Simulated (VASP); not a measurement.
# BN (R3m) in VASP: a series of runs

The runs below take BN through single point, with HF, PBEsol.

Everything below comes from runs of VASP 6.6.1. Logs are shortened: lines on timing, memory, paths and dates and some standing lists are left out, and cuts for length are marked.

## (1) The cell of the first run

The structure is trigonal, space group R3m (No. 160). Conventional cell: a = 2.502 Å, b = 2.502 Å, c = 10.119 Å, α = 90.00°, β = 90.00°, γ = 120.00°. N (site symmetry 3m) has 3 B at 1.44 Å within 1.9 Å. Within 1.9 Å of B (site symmetry 3m) lie 3 N at 1.44 Å.

## (2) Single point, HF

POSCAR reads:

```
BN
1.0
    1.2511217832      0.7223354983      3.3729344033
   -1.2511217832      0.7223354983      3.3729344033
    0.0000000000     -1.4446709966      3.3729344033
N B
1 1
Direct
    0.6672382000      0.6672382000      0.6672382000
    0.0003288000      0.0003288000      0.0003288000
```

INCAR.step1 reads:

```
  PREC = Accurate
  ENCUT = 520
  EDIFF = 1E-5
  ISMEAR = -1
  SIGMA = 0.05
  LREAL = False
  LASPH = True
  NELM = 80
  ALGO = Normal
  ISIF = 2
  LWAVE = True
  NBANDS = 11
  GGA = PE
```

INCAR.step2 reads:

```
  PREC = Accurate
  ENCUT = 520
  EDIFF = 1E-6
  ISMEAR = -1
  SIGMA = 0.05
  LREAL = False
  LASPH = True
  NELM = 80
  ALGO = Normal
  ISIF = 2
  LWAVE = False
  LCHARG = True
  GGA = PE
  LHFCALC = True
  AEXX = 1.0
  ALDAC = 0.0
  AGGAC = 0.0
  PRECFOCK = Normal
  LELF = True
  LVHAR = True
  NBANDS = 11
  ISTART = 1
```

KPOINTS reads:

```
Automatic mesh
0
Gamma
  6 6 6
```

Potentials or basis: VASP PAW PBE potentials, release 64 (N, B).

Launch:

```bash
cat potpaw_PBE.64/N/POTCAR potpaw_PBE.64/B/POTCAR > POTCAR
cp INCAR.step1 INCAR
mpirun -np 1 vasp_std > vasp.out
cp INCAR.step2 INCAR
mpirun -np 1 vasp_std > vasp.out
```

OUTCAR:

```text
PREC = Accurate
   ENCUT = 520
   EDIFF = 1E-6
   ISMEAR = -1
   LREAL = False
   LASPH = True
   NELM = 80
   ISIF = 2
   GGA = PE
   LHFCALC = True
   AEXX = 1.0
   PRECFOCK = Normal
   ISTART = 1

 ion  position               nearest neighbor table
   1  0.667  0.667  0.667-   2 1.44   2 1.44   2 1.44
   2  0.000  0.000  0.000-   1 1.44   1 1.44   1 1.44

  LATTYP: Found a trigonal (rhomboedric) cell.
 ALAT       =     3.6692997666
 COS(alpha) =     0.7674786797

  Lattice vectors:

 A1 = (   1.2511217832,   0.7223354983,   3.3729344033)
 A2 = (  -1.2511217832,   0.7223354983,   3.3729344033)
 A3 = (   0.0000000000,  -1.4446709966,   3.3729344033)

Analysis of symmetry for initial positions (statically):
=====================================================================
 Subroutine PRICEL returns:
 Original cell was already a primitive cell.

 Routine SETGRP: Setting up the symmetry group for a
 trigonal (rhombohedral) supercell.

 Subroutine GETGRP returns: Found  6 space group operations
 (whereof  6 operations were pure point group operations)
 out of a pool of 12 trial point group operations.

The static configuration has the point symmetry C_3v.

Analysis of symmetry for dynamics (positions and initial velocities):
=====================================================================
 Subroutine PRICEL returns:
 Original cell was already a primitive cell.

 Routine SETGRP: Setting up the symmetry group for a
 trigonal (rhombohedral) supercell.

 Subroutine GETGRP returns: Found  6 space group operations
 (whereof  6 operations were pure point group operations)
 out of a pool of 12 trial point group operations.

The dynamic configuration has the point symmetry C_3v.

 Subroutine INISYM returns: Found  6 space group operations
 (whereof  6 operations are pure point group operations),
 and found     1 'primitive' translations

----------------------------------------------------------------------------------------

                                     Primitive cell

  volume of cell :      18.2893

  direct lattice vectors                    reciprocal lattice vectors
     1.251121783  0.722335498  3.372934403     0.399641351  0.230733042  0.098825916
    -1.251121783  0.722335498  3.372934403    -0.399641351  0.230733042  0.098825916
     0.000000000 -1.444670997  3.372934403     0.000000000 -0.461466083  0.098825916

  length of vectors
     3.669299767  3.669299767  3.669299767     0.471929558  0.471929558  0.471929558

  position of ions in fractional coordinates (direct lattice)
     0.667238200  0.667238200  0.667238200
     0.000328800  0.000328800  0.000328800

  ion indices of the primitive-cell ions
   primitive index   ion index
                 1           1
                 2           2

----------------------------------------------------------------------------------------

 KPOINTS: Automatic mesh

Automatic generation of k-mesh.
 Grid dimensions read from file:
 generate k-points for:    6    6    6

 Generating k-lattice:

  Cartesian coordinates                     Fractional coordinates (reciprocal lattice)
     0.066606892  0.038455507  0.016470986     0.166666667  0.000000000  0.000000000
    -0.066606892  0.038455507  0.016470986     0.000000000  0.166666667  0.000000000
     0.000000000 -0.076911014  0.016470986     0.000000000  0.000000000  0.166666667

  Length of vectors
     0.078654926  0.078654926  0.078654926

  Shift w.r.t. Gamma in fractional coordinates (k-lattice)
     0.000000000  0.000000000  0.000000000

 Subroutine IBZKPT returns following result:
 ===========================================

 Found     32 irreducible k-points:

 Following reciprocal coordinates:
            Coordinates               Weight
  0.000000  0.000000  0.000000      1.000000
  0.166667 -0.000000  0.000000      6.000000
  0.333333 -0.000000  0.000000      6.000000
  0.500000 -0.000000 -0.000000      3.000000
  0.166667  0.166667  0.000000      6.000000
  0.333333  0.166667  0.000000     12.000000
[... 16 lines left out ...]
  0.500000  0.500000  0.166667      6.000000
 -0.333333  0.500000  0.166667     12.000000
 [... further k-points ...]
   k-points           NKPTS =     32   k-points in BZ     NKDIM =    216   number of bands    NBANDS=     11
   number of dos      NEDOS =    301   number of ions     NIONS =      2
   total plane-waves  NPLWV =  21952
   dimension x,y,z NGX =    28 NGY =   28 NGZ =   28
   dimension x,y,z NGXF=    56 NGYF=   56 NGZF=   56
   ions per type =               1   1
   NGX,Y,Z   is equivalent  to a cutoff of  12.69, 12.69, 12.69 a.u.
   NGXF,Y,Z  is equivalent  to a cutoff of  25.37, 25.37, 25.37 a.u.
 SYSTEM =  unknown system
   PREC   = accura    normal or accurate (medium, high low for compatibility)
   ISTART =      1    job   : 0-new  1-cont  2-samecut
   ICHARG =      0    charge: 1-file 2-atom 10-const
   ISPIN  =      1    spin polarized calculation?
   LNONCOLLINEAR =      F non collinear calculations
   LSORBIT =      F    spin-orbit coupling
   LASPH  =      T    aspherical Exc in radial PAW
   ENCUT  =  520.0 eV  38.22 Ry    6.18 a.u.   6.82  6.82  6.82*2*pi/ulx,y,z
   NELM   =     80;   NELMIN=  2; NELMDL=  0     # of ELM steps
   EDIFF  = 0.1E-05   stopping-criterion for ELM
   LREAL  =      F    real-space projection
   EDIFFG = 0.1E-04   stopping-criterion for IOM
   NSW    =      0    number of steps for IOM
   IBRION =     -1    ionic relax: 0-MD 1-quasi-New 2-CG
   NFREE  =      0    steps in history (QN), initial steepest desc. (CG)
   ISIF   =      2    stress and relaxation
   ISYM   =      3    0-nonsym 1-usesym 2-fastsym
   POTIM  = 0.5000    time-step for ionic-motion
   TEBEG  =    0.0;   TEEND  =   0.0 temperature during run
   PSTRESS=    0.0 pullay stress
   NELECT =       8.0000    total number of electrons
   NUPDOWN=      -1.0000    fix difference up-down
   EMIN   =  10.00;   EMAX   =-10.00  energy-range for DOS
   EFERMI =   0.00;   METHOD = LEGACY
   ISMEAR =    -1;   SIGMA  =   0.05  broadening in eV -4-tet -1-fermi 0-gaus
   EFERMI_NEDOS =   21; number of points for ismear=-14 and -15
   IALGO  =     38    algorithm
   IMIX   =      1    mixing-type and parameters
     AMIX     =   0.40;   BMIX     =  1.00
     AMIX_MAG =   1.60;   BMIX_MAG =  1.00
  volume/ion in A,a.u.               =       9.14        61.71
  Fermi-wavevector in a.u.,A,eV,Ry     =   1.242717  2.348395 21.012099  1.544346
  Thomas-Fermi vector in A             =   2.377059
   LORBIT       =      0    0 simple, 1 ext, 2 COOP (PROOUT), +10 PAW based schemes
   GGA     = PE    functional components
   LHFCALC =     T    Hartree Fock is set to
   PRECFOCK=normal    Normal, Fast or Accurate (Low or Medium for compatibility)
   ENCUT4O =  -1.0   cutoff for four orbital integrals eV
   NKREDX  =     1    reduce k-point grid by
   NKREDY  =     1    reduce k-point grid by
   NKREDZ  =     1    reduce k-point grid by
   AEXX    =    1.0000 exact exchange contribution
   HFSCREEN=    0.0000 screening length (either q_TF or 0.3 A-1)
   HFSCREENC=   0.0000 screening length for correlation (either q_TF or 0.3 A-1)
   ENCUTFOCK=  -1.0 apply spherical cutoff to Coloumb kernel
   IVDW    =     0    specifies the selected vdW correction
   LEPSILON=     F    determine dielectric tensor
   LRPA    =     F    only Hartree local field effects (RPA)
 non-spin polarized calculation
  energy-cutoff  :      520.00
  volume of cell :       18.29
 maximum number of plane-waves:       517
  NGX = 24; NGY = 24; NGZ = 24

 number of electron       7.9999999 magnetization

 Free energy of the ion-electron system (eV)
  ---------------------------------------------------
  ext. energy  EPLUGINS =         0.00000000
  ---------------------------------------------------
  free energy    TOTEN  =       -30.35724854 eV

  energy without entropy =      -30.35724854  energy(sigma->0) =      -30.35724854

 E-fermi :  -0.5665     XC(G=0):   0.0000

 val. band max:       -1.6975861528   @ k =  -0.3333   0.3333   0.0000
 cond. band min:      11.3618447020   @ k =   0.5000   0.5000  -0.0000
 fundamental gap:     13.0594308548
 Fermi energy:        -0.5665251254

 k-point     1 :       0.0000    0.0000    0.0000
  band No.  band energies     occupation
      1     -26.2713      2.00000
      2      -7.1584      2.00000
      3      -3.7994      2.00000
      4      -3.7994      2.00000
      5      11.5390      0.00000
      6      20.8178      0.00000
      7      20.8178      0.00000
      8      23.9192      0.00000
      9      24.3062      0.00000
     10      35.4565      0.00000
     11      37.2406      0.00000

 k-point     2 :       0.1667   -0.0000    0.0000
  band No.  band energies     occupation
      1     -25.5552      2.00000
      2      -6.4177      2.00000
      3      -6.2779      2.00000
      4      -4.9022      2.00000
      5      12.6924      0.00000
      6      20.2921      0.00000
      7      21.3292      0.00000
      8      23.5611      0.00000
      9      26.1885      0.00000
     10      31.7390      0.00000
     11      33.9213      0.00000

 k-point     3 :       0.3333   -0.0000    0.0000
  band No.  band energies     occupation
      1     -23.6481      2.00000
      2     -11.1552      2.00000
      3      -6.6597      2.00000
      4      -4.0938      2.00000
      5      14.8881      0.00000
      6      16.9557      0.00000
      7      19.8442      0.00000
      8      26.0580      0.00000
      9      29.7143      0.00000
     10      29.7822      0.00000
     11      30.9033      0.00000

 k-point     4 :       0.5000   -0.0000   -0.0000
  band No.  band energies     occupation
      1     -22.1468      2.00000
      2     -13.8367      2.00000
      3      -7.3905      2.00000
      4      -2.4017      2.00000
      5      12.8867      0.00000
      6      18.3310      0.00000
      7      20.6903      0.00000
      8      22.8567      0.00000
      9      28.7563      0.00000
     10      29.8447      0.00000
     11      34.1958      0.00000

 k-point     5 :       0.1667    0.1667    0.0000
  band No.  band energies     occupation
      1     -25.5303      2.00000
      2      -6.6143      2.00000
      3      -6.3072      2.00000
      4      -4.9257      2.00000
      5      13.1513      0.00000
      6      20.1415      0.00000
      7      21.3010      0.00000
      8      23.5407      0.00000
      9      26.2554      0.00000
     10      31.4302      0.00000
     11      35.4655      0.00000
[... 211 lines left out ...]
 k-point    21 :      -0.3333    0.3333    0.1667
  band No.  band energies     occupation
      1     -22.1706      2.00000
      2     -12.6772      2.00000
      3      -8.9496      2.00000
      4      -3.3702      2.00000
      5      13.4096      0.00000
      6      20.7535      0.00000
      7      21.7969      0.00000
      8      23.5517      0.00000
      9      27.7515      0.00000
     10      30.1386      0.00000
     11      33.0536      0.00000

 k-point    22 :      -0.1667    0.3333    0.1667
  band No.  band energies     occupation
      1     -22.2622      2.00000
      2     -12.6224      2.00000
      3      -8.9557      2.00000
      4      -2.5337      2.00000
      5      13.0489      0.00000
      6      18.2853      0.00000
      7      21.4986      0.00000
      8      23.5000      0.00000
      9      28.4472      0.00000
     10      31.2611      0.00000
     11      33.7536      0.00000

 k-point    23 :       0.5000    0.5000    0.1667
  band No.  band energies     occupation
      1     -23.4712      2.00000
      2     -11.0837      2.00000
      3      -6.7267      2.00000
      4      -5.6499      2.00000
      5      14.6275      0.00000
      6      18.7783      0.00000
      7      22.0809      0.00000
      8      27.2311      0.00000
      9      29.3191      0.00000
     10      29.4804      0.00000
     11      34.8795      0.00000

 k-point    24 :      -0.3333    0.5000    0.1667
  band No.  band energies     occupation
      1     -22.1491      2.00000
      2     -12.6186      2.00000
      3      -8.9927      2.00000
      4      -3.5435      2.00000
      5      12.8714      0.00000
      6      20.7942      0.00000
      7      21.8939      0.00000
      8      25.2849      0.00000
      9      28.6909      0.00000
     10      30.6014      0.00000
     11      32.0572      0.00000

 [... further k-points ...]
[... 5 lines left out ...]
  --------------------------------------------------------------------------------------
  -------------------------------------------------------------------------------------
  Total       -0.5353740     -0.5353740      0.4045195      0.0000000      0.0000000      0.0000000
  in kB      -46.8997092    -46.8997092     35.4366275      0.0000000      0.0000000      0.0000000
  external PRESSURE =     -19.4542636 kB  Pullay stress =       0.0000000 kB

 VOLUME and BASIS-vectors are now :
 -----------------------------------------------------------------------------
  energy-cutoff  :      520.00
  volume of cell :       18.29
      direct lattice vectors                 reciprocal lattice vectors
     1.251121783  0.722335498  3.372934403     0.399641351  0.230733042  0.098825916
    -1.251121783  0.722335498  3.372934403    -0.399641351  0.230733042  0.098825916
     0.000000000 -1.444670997  3.372934403     0.000000000 -0.461466083  0.098825916

 POSITION                                       TOTAL-FORCE (eV/Angst)
 -----------------------------------------------------------------------------------
      0.00000      0.00000      6.75165         0.000000     -0.000000     -0.010720
      0.00000      0.00000      0.00333         0.000000      0.000000      0.010720
 -----------------------------------------------------------------------------------
    total drift:                               -0.000001     -0.000001      0.000010

  FREE ENERGIE OF THE ION-ELECTRON SYSTEM (eV)
  ---------------------------------------------------
  free  energy   TOTEN  =       -30.3572485428 eV

  energy  without entropy=      -30.3572485428  energy(sigma->0) =      -30.35724854
```

Run time: 27 min. Hardware: 1 thread of Intel Xeon Platinum 8375C at 2.90GHz (Ice Lake), shared host; peak memory 0.16 GiB.

What came out:

```
Free energy            : -30.3572 eV
Pressure               : -1.9 GPa
Largest force          : 0.011 eV/Å
Band gap on the k mesh : 13.06 eV, indirect (least direct gap 14.11 eV)
```

Forces in eV/Å, atoms in the order of the input:
```
N    0.000  0.000 -0.011
B    0.000  0.000  0.011
```

Levels at points of the mesh, in eV from the valence-band top:
```
           k point  band 1  band 2  band 3  band 4  band 5  band 6  band 7  band 8  band 9
(0.00, 0.00, 0.00)  -24.57   -5.46   -2.10   -2.10   13.24   22.52   22.52   25.62   26.00
(0.50, 0.00, 0.00)  -20.45  -12.14   -5.69   -0.70   14.58   20.03   22.39   24.55   30.45
(0.50, 0.50, 0.00)  -20.36  -12.00   -5.77   -1.49   13.06   20.01   24.15   27.89   32.12
(0.50, 0.50, 0.50)  -24.26   -8.06   -2.13   -2.13   20.04   22.40   22.40   23.29   28.51
```

Caveat: the k points lie up to 0.49 Å⁻¹ apart; the PAW data sets were made with another functional, which shifts forces and pressure a little.

## (3) Single point, PBEsol

This run uses another cell than the first one, of 6.54 Å³/atom, 0.715 times its volume.

INCAR reads:

```
PREC = Accurate ; ENCUT = 520
EDIFF = 1E-6 ; ISMEAR = -1
SIGMA = 0.05 ; LREAL = F
LASPH = T ; NELM = 60
ALGO = Normal ; ISIF = 2
LWAVE = F ; LCHARG = T
GGA = PS ; LELF = T
LVHAR = T ; NBANDS = 11
```

KPOINTS reads:

```
Automatic mesh
0
Gamma
  12 12 12
```

POSCAR reads:

```
BN
1.0
    1.2302989346      0.7103134211      2.4937815814
   -1.2302989346      0.7103134211      2.4937815814
    0.0000000000     -1.4206268421      2.4937815814
N B
1 1
Direct
    0.6720302430      0.6720302430      0.6720302430
   -0.0044632430     -0.0044632430     -0.0044632430
```

Potentials or basis: VASP PAW PBE potentials, release 64 (N, B).

Launch:

```bash
cat potpaw_PBE.64/N/POTCAR potpaw_PBE.64/B/POTCAR > POTCAR
mpirun -np 1 vasp_std > vasp.out
```

Wall time 14 s (1 thread of Intel Xeon Platinum 8488C (Sapphire Rapids), shared host); peak memory 0.15 GiB.

It converged, with:

- Free energy: -17.9546 eV
- Pressure: 30.5 GPa
- Band gap on the k mesh: 3.25 eV, indirect (least direct gap 5.03 eV)

Stress tensor (GPa, compression positive):
```
30.86  0.00  0.00
 0.00 30.86  0.00
 0.00  0.00 29.86
```

Levels at points of the mesh, in eV from the valence-band top:
```tsv
k point	band 1	band 2	band 3	band 4	band 5	band 6	band 7	band 8
(0.00, 0.00, 0.00)	-19.46	-2.09	-1.60	-1.60	7.64	11.55	11.55	12.94
(0.50, 0.00, 0.00)	-15.55	-10.24	-4.39	-0.16	5.22	11.02	14.75	18.93
(0.50, 0.50, 0.00)	-14.98	-9.39	-5.02	-2.76	3.25	9.12	17.01	21.87
(0.50, 0.50, 0.50)	-17.59	-8.94	-1.86	-1.86	11.14	11.14	12.67	13.41
```

Caveat: the PAW data sets were made with another functional, which shifts forces and pressure a little.
